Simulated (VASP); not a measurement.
Write the native input for VASP 6.6.1 that does the following.

```yaml
Task: electric field gradients
Functional: PBE
Potentials_or_basis: VASP PAW PBE potentials, release 64 (K_sv)
Cutoff: 520 eV
k_mesh: 12 × 12 × 6
Occupations: fermi-dirac, width 0.03 eV
Spin: no spin polarisation
Dipole_correction: no
Further_INCAR_settings: ALGO = Normal; EDIFF = 1e-08; NBANDS = 16
```

The structure of K lies in POSCAR:

```
K
1.0
    4.8112211123      0.0000000000      0.0000000000
   -2.4056105561      4.1666397064      0.0000000000
    0.0000000000      0.0000000000      7.3939809520
K
2
Direct
    0.3333333333      0.6666666667      0.2500000000
    0.6666666667      0.3333333333      0.7500000000
```

This cell differs from its parent crystal: z stretched by -4 % at fixed volume.

One way to write it, as run:

INCAR

```
PREC = Accurate ; ENCUT = 520
EDIFF = 1E-8 ; ISMEAR = -1
SIGMA = 0.03 ; LREAL = False
LASPH = True ; NELM = 100
ALGO = Normal ; ISIF = 2
LWAVE = False ; LCHARG = False
GGA = PE ; LEFG = True
NBANDS = 16
```

KPOINTS

```
Automatic mesh
0
Gamma
  12 12 6
```

Potentials or basis: VASP PAW PBE potentials, release 64 (K_sv).

Command:

```sh
$ cat potpaw_PBE.64/K_sv/POTCAR > POTCAR
$ mpirun -np 1 vasp_std > vasp.out
```

Results of the run:

* Pressure: 0.0 GPa
* Band gap on the k mesh: zero (band 9 reaches 1.03 eV, above the bottom of band 10 at -1.51 eV)

Caveat: without QUAD_EFG the Cq values of the log hold for a quadrupole moment of 1 mb, not for the nuclei.

Wall time 4.4 min on 1 thread of Oxide Virtual Turin-like Processor, on a shared host, peak memory 0.29 GiB.
